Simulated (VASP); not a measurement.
# MoS2 (P6_3/mmc) in VASP: a series of runs

The runs below take MoS2 through single point, with PBEsol.

Program: VASP 6.6.1. These are calculated values, not measurements. Logs are shortened: lines on timing, memory, paths and dates and some standing lists are left out, and cuts for length are marked.

## Step 1: The cell of the first run

Symmetry: P6_3/mmc, No. 194, hexagonal system. The conventional cell has a = 3.157 Å, b = 3.157 Å, c = 12.538 Å, α = 90.00°, β = 90.00°, γ = 120.00°. Mo (site symmetry -6m2) has 6 S at 2.40 Å and 6 Mo at 3.16 Å within 3.2 Å. Within 3.2 Å of S (site symmetry 3m) lie 3 Mo at 2.40 Å and 7 S at 3.11 to 3.16 Å.

## Step 2: Single point, PBEsol (in-plane strain +0.005, then relaxed in part)

Input file INCAR:

```
PREC = Accurate ; ENCUT = 520
EDIFF = 1E-6 ; ISMEAR = 0
SIGMA = 0.01 ; LREAL = F
LASPH = T ; NELM = 80
ALGO = Normal ; ISIF = 2
LWAVE = F ; LCHARG = F
GGA = PS ; NBANDS = 35
```

Input file KPOINTS:

```
regular mesh
0
Gamma
  6 6 2
```

Input file POSCAR:

```
MoS2
1.0
    3.1571666318      0.0000000000      0.0000000000
   -1.5785833159      2.7341865071      0.0000000000
    0.0000000000      0.0000000000     12.5384589120
Mo S
2 4
Direct
    0.3333333333      0.6666666667      0.2500000000
    0.6666666667      0.3333333333      0.7500000000
    0.3333333333      0.6666666667      0.6260769139
    0.6666666667      0.3333333333      0.1260769139
    0.3333333333      0.6666666667      0.8739230861
    0.6666666667      0.3333333333      0.3739230861
```

Potentials or basis: VASP PAW PBE potentials, release 64 (Mo_sv, S).

On the command line:

```sh
$ cat potpaw_PBE.64/Mo_sv/POTCAR potpaw_PBE.64/S/POTCAR > POTCAR
$ mpirun -np 1 vasp_std > vasp.out
```

OUTCAR:

```text
PREC = Accurate
   ENCUT = 520
   EDIFF = 1E-6
   ISMEAR = 0
   LREAL = F
   LASPH = T
   NELM = 80
   ISIF = 2
   GGA = PS

 ion  position               nearest neighbor table
   1  0.333  0.667  0.250-   4 2.40   6 2.40   4 2.40   6 2.40   4 2.40   6 2.40
   2  0.667  0.333  0.750-   3 2.40   5 2.40   3 2.40   5 2.40   3 2.40   5 2.40
   3  0.333  0.667  0.626-   2 2.40   2 2.40   2 2.40
   4  0.667  0.333  0.126-   1 2.40   1 2.40   1 2.40
   5  0.333  0.667  0.874-   2 2.40   2 2.40   2 2.40
   6  0.667  0.333  0.374-   1 2.40   1 2.40   1 2.40

  LATTYP: Found a hexagonal cell.
 ALAT       =     3.1571666318
 C/A-ratio  =     3.9714276674

  Lattice vectors:

 A1 = (   3.1571666318,   0.0000000000,   0.0000000000)
 A2 = (  -1.5785833159,   2.7341865071,   0.0000000000)
 A3 = (   0.0000000000,   0.0000000000,  12.5384589120)

Analysis of symmetry for initial positions (statically):
=====================================================================
 Subroutine PRICEL returns:
 Original cell was already a primitive cell.

 Routine SETGRP: Setting up the symmetry group for a
 hexagonal supercell.

 Subroutine GETGRP returns: Found 24 space group operations
 (whereof 12 operations were pure point group operations)
 out of a pool of 24 trial point group operations.

The static configuration has the point symmetry D_3d.
 The point group associated with its full space group is D_6h.

Analysis of symmetry for dynamics (positions and initial velocities):
=====================================================================
 Subroutine PRICEL returns:
 Original cell was already a primitive cell.

 Routine SETGRP: Setting up the symmetry group for a
 hexagonal supercell.

 Subroutine GETGRP returns: Found 24 space group operations
 (whereof 12 operations were pure point group operations)
 out of a pool of 24 trial point group operations.

The dynamic configuration has the point symmetry D_3d.
 The point group associated with its full space group is D_6h.

 Subroutine INISYM returns: Found 24 space group operations
 (whereof 12 operations are pure point group operations),
 and found     1 'primitive' translations

----------------------------------------------------------------------------------------

                                     Primitive cell

  volume of cell :     108.2355

  direct lattice vectors                    reciprocal lattice vectors
     3.157166632  0.000000000  0.000000000     0.316739696  0.182869749  0.000000000
    -1.578583316  2.734186507  0.000000000     0.000000000  0.365739498  0.000000000
     0.000000000  0.000000000 12.538458912     0.000000000  0.000000000  0.079754618

  length of vectors
     3.157166632  3.157166632 12.538458912     0.365739498  0.365739498  0.079754618

  position of ions in fractional coordinates (direct lattice)
     0.333333333  0.666666667  0.250000000
     0.666666667  0.333333333  0.750000000
     0.333333333  0.666666667  0.626076914
     0.666666667  0.333333333  0.126076914
     0.333333333  0.666666667  0.873923086
     0.666666667  0.333333333  0.373923086

  ion indices of the primitive-cell ions
   primitive index   ion index
                 1           1
                 2           2
                 3           3
                 4           4
                 5           5
                 6           6

----------------------------------------------------------------------------------------

 KPOINTS: regular mesh

Automatic generation of k-mesh.
 Grid dimensions read from file:
 generate k-points for:    6    6    2

 Generating k-lattice:

  Cartesian coordinates                     Fractional coordinates (reciprocal lattice)
     0.052789949  0.030478291  0.000000000     0.166666667  0.000000000  0.000000000
     0.000000000  0.060956583  0.000000000     0.000000000  0.166666667  0.000000000
     0.000000000  0.000000000  0.039877309     0.000000000  0.000000000  0.500000000

  Length of vectors
     0.060956583  0.060956583  0.039877309

  Shift w.r.t. Gamma in fractional coordinates (k-lattice)
     0.000000000  0.000000000  0.000000000

 Subroutine IBZKPT returns following result:
 ===========================================

 Found     14 irreducible k-points:

 Following reciprocal coordinates:
            Coordinates               Weight
  0.000000  0.000000  0.000000      1.000000
  0.166667 -0.000000  0.000000      6.000000
  0.333333 -0.000000  0.000000      6.000000
  0.500000 -0.000000  0.000000      3.000000
  0.166667  0.166667  0.000000      6.000000
  0.333333  0.166667  0.000000     12.000000
  0.333333  0.333333  0.000000      2.000000
  0.000000  0.000000  0.500000      1.000000
  0.166667 -0.000000  0.500000      6.000000
  0.333333 -0.000000  0.500000      6.000000
  0.500000 -0.000000  0.500000      3.000000
  0.166667  0.166667  0.500000      6.000000
  0.333333  0.166667  0.500000     12.000000
  0.333333  0.333333  0.500000      2.000000
   k-points           NKPTS =     14   k-points in BZ     NKDIM =     14   number of bands    NBANDS=     35
   number of dos      NEDOS =    301   number of ions     NIONS =      6
   total plane-waves  NPLWV =  55296
   dimension x,y,z NGX =    24 NGY =   24 NGZ =   96
   dimension x,y,z NGXF=    48 NGYF=   48 NGZF=  192
   ions per type =               2   4
   NGX,Y,Z   is equivalent  to a cutoff of  12.64, 12.64, 12.73 a.u.
   NGXF,Y,Z  is equivalent  to a cutoff of  25.28, 25.28, 25.46 a.u.
 SYSTEM =  unknown system
   PREC   = accura    normal or accurate (medium, high low for compatibility)
   ISTART =      0    job   : 0-new  1-cont  2-samecut
   ICHARG =      2    charge: 1-file 2-atom 10-const
   ISPIN  =      1    spin polarized calculation?
   LNONCOLLINEAR =      F non collinear calculations
   LSORBIT =      F    spin-orbit coupling
   LASPH  =      T    aspherical Exc in radial PAW
   ENCUT  =  520.0 eV  38.22 Ry    6.18 a.u.   5.87  5.87 23.31*2*pi/ulx,y,z
   NELM   =     80;   NELMIN=  2; NELMDL= -5     # of ELM steps
   EDIFF  = 0.1E-05   stopping-criterion for ELM
   LREAL  =      F    real-space projection
   EDIFFG = 0.1E-04   stopping-criterion for IOM
   NSW    =      0    number of steps for IOM
   IBRION =     -1    ionic relax: 0-MD 1-quasi-New 2-CG
   NFREE  =      0    steps in history (QN), initial steepest desc. (CG)
   ISIF   =      2    stress and relaxation
   ISYM   =      2    0-nonsym 1-usesym 2-fastsym
   POTIM  = 0.5000    time-step for ionic-motion
   TEBEG  =    0.0;   TEEND  =   0.0 temperature during run
   PSTRESS=    0.0 pullay stress
   NELECT =      52.0000    total number of electrons
   NUPDOWN=      -1.0000    fix difference up-down
   EMIN   =  10.00;   EMAX   =-10.00  energy-range for DOS
   EFERMI =   0.00;   METHOD = LEGACY
   ISMEAR =     0;   SIGMA  =   0.01  broadening in eV -4-tet -1-fermi 0-gaus
   EFERMI_NEDOS =   21; number of points for ismear=-14 and -15
   IALGO  =     38    algorithm
   IMIX   =      4    mixing-type and parameters
     AMIX     =   0.40;   BMIX     =  1.00
     AMIX_MAG =   1.60;   BMIX_MAG =  1.00
  volume/ion in A,a.u.               =      18.04       121.73
  Fermi-wavevector in a.u.,A,eV,Ry     =   1.282191  2.422989 22.368160  1.644013
  Thomas-Fermi vector in A             =   2.414517
   LORBIT       =      0    0 simple, 1 ext, 2 COOP (PROOUT), +10 PAW based schemes
   GGA     = PS    functional components
   LHFCALC =     F    Hartree Fock is set to
   AEXX    =    0.0000 exact exchange contribution
   IVDW    =     0    specifies the selected vdW correction
   LEPSILON=     F    determine dielectric tensor
   LRPA    =     F    only Hartree local field effects (RPA)
 non-spin polarized calculation
 Gauss-broadening in eV      SIGMA  =   0.01
  energy-cutoff  :      520.00
  volume of cell :      108.24
 maximum number of plane-waves:      2936
 NGX is ok and might be reduce to    24
   NGX = 11   NGY = 11   NGZ = 47

 number of electron      52.0000001 magnetization

 Free energy of the ion-electron system (eV)
  ---------------------------------------------------
  ext. energy  EPLUGINS =         0.00000000
  ---------------------------------------------------
  free energy    TOTEN  =       -46.90041736 eV

  energy without entropy =      -46.90041736  energy(sigma->0) =      -46.90041736

 E-fermi :   7.3973     XC(G=0): -10.8932

 val. band max:        7.2277325624   @ k =   0.0000   0.0000   0.0000
 cond. band min:       8.1965190953   @ k =   0.1667   0.1667   0.0000
 fundamental gap:      0.9687865329
 Fermi energy:         7.3973380860

 k-point     1 :       0.0000    0.0000    0.0000
  band No.  band energies     occupation
      1     -54.1185      2.00000
      2     -54.1185      2.00000
      3     -28.3211      2.00000
      4     -28.3210      2.00000
      5     -28.0755      2.00000
      6     -28.0755      2.00000
[... 27 lines left out ...]
     34       9.7898      0.00000
     35      12.7793      0.00000

 k-point     2 :       0.1667   -0.0000    0.0000
  band No.  band energies     occupation
      1     -54.1079      2.00000
      2     -54.1079      2.00000
      3     -28.3002      2.00000
      4     -28.3002      2.00000
      5     -28.1808      2.00000
      6     -28.1808      2.00000
[... 27 lines left out ...]
     34      10.1114      0.00000
     35      14.2851      0.00000

 k-point     3 :       0.3333   -0.0000    0.0000
  band No.  band energies     occupation
      1     -54.0866      2.00000
      2     -54.0866      2.00000
      3     -28.3862      2.00000
      4     -28.3862      2.00000
      5     -28.2583      2.00000
      6     -28.2582      2.00000
[... 27 lines left out ...]
     34      10.9495      0.00000
     35      13.9587      0.00000
[... 343 lines left out ...]
 k-point    13 :       0.3333    0.1667    0.5000
  band No.  band energies     occupation
      1     -54.0760      2.00000
      2     -54.0760      2.00000
      3     -28.4353      2.00000
      4     -28.4353      2.00000
      5     -28.2372      2.00000
      6     -28.2372      2.00000
[... 27 lines left out ...]
     34      11.1549      0.00000
     35      13.7846      0.00000

 k-point    14 :       0.3333    0.3333    0.5000
  band No.  band energies     occupation
      1     -54.0706      2.00000
      2     -54.0706      2.00000
      3     -28.3858      2.00000
      4     -28.3858      2.00000
      5     -28.3376      2.00000
      6     -28.3376      2.00000
[... 27 lines left out ...]
     34      11.5662      0.00000
     35      13.9038      0.00000

------------------------ aborting loop because EDIFF is reached ----------------------------------------

  FORCE on cell =-STRESS in cart. coord.  units (eV):
  Direction    XX          YY          ZZ          XY          YZ          ZX
  --------------------------------------------------------------------------------------
  -------------------------------------------------------------------------------------
  Total       -0.9434570     -0.9434570     -0.0300270     -0.0000000     -0.0000000      0.0000000
  in kB      -13.9657055    -13.9657055     -0.4444802     -0.0000000     -0.0000000      0.0000000
  external PRESSURE =      -9.4586304 kB  Pullay stress =       0.0000000 kB

 VOLUME and BASIS-vectors are now :
 -----------------------------------------------------------------------------
  energy-cutoff  :      520.00
  volume of cell :      108.24
      direct lattice vectors                 reciprocal lattice vectors
     3.157166632  0.000000000  0.000000000     0.316739696  0.182869749  0.000000000
    -1.578583316  2.734186507  0.000000000     0.000000000  0.365739498  0.000000000
     0.000000000  0.000000000 12.538458912     0.000000000  0.000000000  0.079754618

 POSITION                                       TOTAL-FORCE (eV/Angst)
 -----------------------------------------------------------------------------------
     -0.00000      1.82279      3.13461         0.000000     -0.000000      0.000000
      1.57858      0.91140      9.40384        -0.000000      0.000000      0.000000
     -0.00000      1.82279      7.85004        -0.000000      0.000000     -0.001117
      1.57858      0.91140      1.58081         0.000000     -0.000000     -0.001117
     -0.00000      1.82279     10.95765        -0.000000      0.000000      0.001117
      1.57858      0.91140      4.68842         0.000000      0.000000      0.001117
 -----------------------------------------------------------------------------------
    total drift:                                0.000000     -0.000000      0.000000

  FREE ENERGIE OF THE ION-ELECTRON SYSTEM (eV)
  ---------------------------------------------------
  free  energy   TOTEN  =       -46.9004173636 eV

  energy  without entropy=      -46.9004173636  energy(sigma->0) =      -46.90041736
```

Run time: 21 s. Hardware: 1 thread of Intel Xeon 6975P-C (Granite Rapids), shared host; peak memory 0.23 GiB.

Results:

```
Free energy            : -46.9004 eV
Pressure               : -0.9 GPa
Band gap on the k mesh : 0.97 eV, indirect (least direct gap 1.68 eV)
```

Stress tensor (GPa, compression positive):
```
-1.40  0.00  0.00
 0.00 -1.40  0.00
 0.00  0.00 -0.04
```

Caveat: the cell differs from its parent crystal (in-plane strain +0.005, then relaxed in part); the PAW data sets were made with another functional, which shifts forces and pressure a little; this functional lacks dispersion, which binds the layers, so the pressure and a relaxed spacing across them are unreliable. A k mesh can miss the band edges.

(Continued in part 2 of 2.)
